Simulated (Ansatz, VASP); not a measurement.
Two plane-wave programs on TePb

```
Pb Te
1.0
     0.00000    3.26510    3.26510
     3.26510    0.00000    3.26510
     3.26510    3.26510    0.00000
Pb Te
1 1
Direct
  0.50000 0.50000 0.50000
  0.00000 0.00000 0.00000
```

Alike in both runs: task single point; functional PBEsol; k mesh 6 × 6 × 6; occupations gaussian, width 0.05 eV; no spin polarisation.

|  | VASP | Ansatz |
| --- | --- | --- |
| version | VASP 6.6.1 | Ansatz 0.2.0 |
| potentials or method | VASP PAW PBE potentials, release 64 (Pb_d, Te), cutoff 500 eV | scalar-relativistic, plane waves, PAW |
| valence electrons in the cell | 20 | 30 |

|  | VASP | Ansatz | Ansatz less VASP |
| --- | --- | --- | --- |
| gap on the k mesh at the Fermi level (eV) | 0.73 | 0.73 | -0.004 |
| least direct gap on the mesh (eV) | 0.73 | 0.73 | -0.004 |
| pressure (GPa) | -1.7 | -1.7 | +0.03 |

VASP's potentials were made for PBE, not for PBEsol. With one functional, cell and mesh, what is left measures potentials, basis and numerics. VASP's potentials hold 20 valence electrons a cell and Ansatz's 30, so a difference there can come from the potentials and not from the codes.

Spin-orbit coupling is off throughout.
